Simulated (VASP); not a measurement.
Set up this calculation in VASP 6.6.1, as the native input.

```yaml
Task: relaxation of cell and atoms
Functional: PBE
Potentials_or_basis: VASP PAW PBE potentials, release 64 (C)
Cutoff: 600 eV
k_mesh: 8 × 8 × 8
Occupations: gaussian, width 0.1 eV
Spin: no spin polarisation
Dipole_correction: no
Further_INCAR_settings: ALGO = Normal; EDIFF = 1e-06; IBRION = 2; EDIFFG = -0.04; NSW = 90; ISIF = 3
```

The structure of C lies in POSCAR:

```
C
1.0
    0.0000000000      1.7898390965      1.7898390965
    1.7898390965      0.0000000000      1.7898390965
    1.7898390965      1.7898390965      0.0000000000
C
1
Direct
    0.0000000000      0.0000000000      0.0000000000
```

One way to write it, as run:

INCAR

```
  PREC = Accurate
  ENCUT = 600
  EDIFF = 1E-6
  ISMEAR = 0
  SIGMA = 0.1
  LREAL = False
  LASPH = True
  NELM = 80
  ALGO = Normal
  ISIF = 3
  LWAVE = False
  LCHARG = False
  GGA = PE
  IBRION = 2
  NSW = 90
  EDIFFG = -0.04
```

KPOINTS

```
regular mesh
0
Gamma
  8 8 8
```

Potentials or basis: VASP PAW PBE potentials, release 64 (C).

The run is started by

```sh
$ cat potpaw_PBE.64/C/POTCAR > POTCAR
$ mpirun -np 1 vasp_std > vasp.out
```

It gave:

```
Relaxed volume                        : 7.46 Å³/atom
Relaxed cell                          : a = 2.194 Å, b = 2.194 Å, c = 2.194 Å, α = 60.00°, β = 60.00°, γ = 60.00°
Space group after relaxing (to 0.1 Å) : Fm-3m (No. 225)
Energy gained by relaxing             : 517.0 meV/atom
Ionic steps                           : 4
Pressure after relaxing               : 0.2 GPa
Band gap on the k mesh                : zero (bands 2 and 3 overlap by 11.18 eV)
```

Caveat: the k points lie up to 0.44 Å⁻¹ apart in the final cell, too coarse for converged energies and pressures of a metal; the volume moved by over 15 % at a fixed basis, so the end points are rough.

Run time: 4.4 s on 1 thread of AMD EPYC 7R43 64-Core Processor (Zen 3), with other jobs on the host, peak memory 0.08 GiB.
